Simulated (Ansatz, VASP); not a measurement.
## Ag2HCl2 in VASP and in Ansatz

File INCAR:

```
PREC     = Accurate       # precision mode
ENCUT    = 520            # plane-wave cutoff, eV
EDIFF    = 1E-7           # SCF threshold, eV
ISMEAR   = 0              # smearing method
SIGMA    = 0.05           # smearing width, eV
LREAL    = False          # projectors in reciprocal space
LASPH    = True           # aspherical terms in the spheres
NELM     = 150            # most SCF steps
ALGO     = Normal         # electronic algorithm
ISIF     = 2              # what is computed and relaxed
LWAVE    = False          # write WAVECAR
LCHARG   = False          # write CHGCAR
ISPIN    = 2              # spin polarisation
MAGMOM   = 0 0 0 0 1      # initial moments
LORBIT   = 11             # projections on sites
LMAXMIX  = 4              # l up to which the mixer works
LDIPOL   = True         
IDIPOL   = 3            
DIPOL    = 0.5 0.5 0.315
GGA      = PE             # functional
IVDW     = 12             # dispersion correction
NBANDS   = 30             # bands
```

KPOINTS

```
regular mesh
0
Gamma
  7 7 1
```

The input POSCAR:

```
Ag2HCl2
1.0
    3.8966246593      0.0000000000      0.0000000000
    0.0000000000      3.8966246593      0.0000000000
    0.0000000000      0.0000000000     20.1478735173
Ag Cl H
2 2 1
Direct
    0.0000000000      0.0000000000      0.1985321179
    0.5000000000      0.5000000000      0.3337564577
    0.5000000000      0.5000000000      0.1985321179
    0.0000000000      0.0000000000      0.3398807081
    0.2500000000      0.5000000000      0.5036697053
```

Input for Ansatz:

```yaml
crystal:
  lattice:
    - [3.8966246593, 0.0, 0.0]
    - [0.0, 3.8966246593, 0.0]
    - [0.0, 0.0, 20.1478735173]
  atoms:
    - { symbol: Ag, position: [0.0, 0.0, 0.1985321179] }
    - { symbol: Cl, position: [0.5, 0.5, 0.1985321179] }
    - { symbol: Ag, position: [0.5, 0.5, 0.3337564577] }
    - { symbol: Cl, position: [0.0, 0.0, 0.3398807081] }
    - { symbol: H, position: [0.25, 0.5, 0.5036697053], spin: 1.0 }
basis:
  ecutwfc: 420
kpoints:
  mp_grid: { grid: [7, 7, 1] }
hamiltonian:
  xc: pbe
  dispersion: d3bj
scf:
  occupations: { method: gaussian, width: 0.05 }
output:
  forces: true
  eigenvalues: true
  populations: true
magnetization:
  spin_polarized: true
efield:
  axis: 3
  dipole_correction: true
  ramp_width: 0.04
```

Alike in both runs: task single point; functional PBE; dispersion D3(BJ); k mesh 7 × 7 × 1; occupations gaussian, width 0.05 eV; collinear spin.

|  | VASP | Ansatz |
| --- | --- | --- |
| version | VASP 6.6.1 | Ansatz 0.2.0 |
| potentials or method | VASP PAW PBE potentials, release 64 (Ag, Cl, H), cutoff 520 eV | scalar-relativistic, plane waves, PAW |
| valence electrons in the cell | 37 | 53 |

|  | VASP | Ansatz | Ansatz less VASP |
| --- | --- | --- | --- |
| gap on the k mesh at the Fermi level (eV) | 1.10 | 1.11 | +0.005 |
| least direct gap on the mesh (eV) | 2.54 | 2.55 | +0.003 |
| rms of the force components (eV/Å) | 0.096 | 0.096 | -0.0006 |
| net moment per atom (μB) | 0.20 | 0.20 | 0.000 |
| size of the moment on the site where the two differ most (μB) | 0.38 | 0.93 | +0.546 |

Site moments also hang on the region over which each program counts them. VASP's potentials hold 37 valence electrons a cell and Ansatz's 53, so a difference there can come from the potentials and not from the codes.
